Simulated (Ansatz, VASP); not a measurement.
## Two plane-wave programs on SiGe2

INCAR

```
ALGO     = Normal         # electronic algorithm
EDIFF    = 1E-6           # SCF threshold, eV
ENCUT    = 520            # plane-wave cutoff, eV
GGA      = PE             # functional
ISIF     = 2              # what is computed and relaxed
ISMEAR   = -1             # smearing method
LASPH    = True           # aspherical terms in the spheres
LCHARG   = True           # write CHGCAR
LELF     = True           # ELF
LREAL    = False          # projectors in reciprocal space
LVHAR    = True         
LWAVE    = False          # write WAVECAR
NBANDS   = 41             # bands
NELM     = 100            # most SCF steps
PREC     = Accurate       # precision mode
SIGMA    = 0.02           # smearing width, eV
```

File KPOINTS:

```
k-points
0
Gamma
  12 12 4
```

Contents of POSCAR:

```
SiGe2
1.0
    3.9559681090      0.0000000000      0.0000000000
   -1.9779840545      3.4259688790      0.0000000000
    0.0000000000      0.0000000000      9.6567647791
Si Ge
2 4
Direct
    0.0000000000      0.0000000000      0.8784375496
    0.0000000000      0.0000000000      0.1215624504
    0.6666666667      0.3333333333      0.5432106259
    0.3333333333      0.6666666667      0.2026077087
    0.6666666667      0.3333333333      0.7973922913
    0.3333333333      0.6666666667      0.4567893741
```

Input for Ansatz:

```yaml
crystal:
  lattice:
    - [3.955968109, 0.0, 0.0]
    - [-1.9779840545, 3.425968879, 0.0]
    - [0.0, 0.0, 9.6567647791]
  atoms:
    - { symbol: Si, position: [0.0, 0.0, 0.8784375496] }
    - { symbol: Ge, position: [0.6666666667, 0.3333333333, 0.5432106259] }
    - { symbol: Ge, position: [0.3333333333, 0.6666666667, 0.2026077087] }
    - { symbol: Ge, position: [0.6666666667, 0.3333333333, 0.7973922913] }
    - { symbol: Ge, position: [0.3333333333, 0.6666666667, 0.4567893741] }
    - { symbol: Si, position: [0.0, 0.0, 0.1215624504] }
kpoints:
  mp_grid: { grid: [12, 12, 4] }
  band_path:
    path:
      - [[0.0, 0.0, 0.0], [0.5, -4.725982713345e-17, -4.339054104885e-18], [0.3333333333333, 0.3333333333333, -2.89270273659e-18], [0.0, 0.0, 0.0], [2.600536506324e-35, -1.634733191036e-35, 0.5], [0.5, -4.707804812129e-17, 0.5], [0.3333333333333, 0.3333333333333, 0.5], [2.600536506324e-35, -1.634733191036e-35, 0.5]]
      - [[0.5, -4.707804812129e-17, 0.5], [0.5, -4.725982713345e-17, -4.339054104885e-18]]
      - [[0.3333333333333, 0.3333333333333, 0.5], [0.3333333333333, 0.3333333333333, -2.89270273659e-18]]
    npoints: 10
hamiltonian:
  xc: pbe
scf:
  occupations: { method: fermi_dirac, width: 0.02 }
  n_extra_bands: 5
output:
  forces: true
  stress: true
  eigenvalues: true
```

Alike in both runs: task single point; functional PBE; k mesh 12 × 12 × 4; occupations fermi-dirac, width 0.02 eV; no spin polarisation.

|  | VASP | Ansatz |
| --- | --- | --- |
| version | VASP 6.6.1 | Ansatz 0.2.0 |
| potentials or method | VASP PAW PBE potentials, release 64 (Si, Ge_d) | plane waves, PAW |
| plane-wave cutoff (eV) | 520 | 420 |
| valence electrons in the cell | 64 | 64 |

VASP gave:

| Property | Result |
| --- | --- |
| pressure (GPa) | 2.5 |
| rms of the force components (eV/Å) | 0.029 |

Q: What did Ansatz give for the same quantities?

A: Pressure (GPa): 2.6; rms of the force components (eV/Å): 0.029.
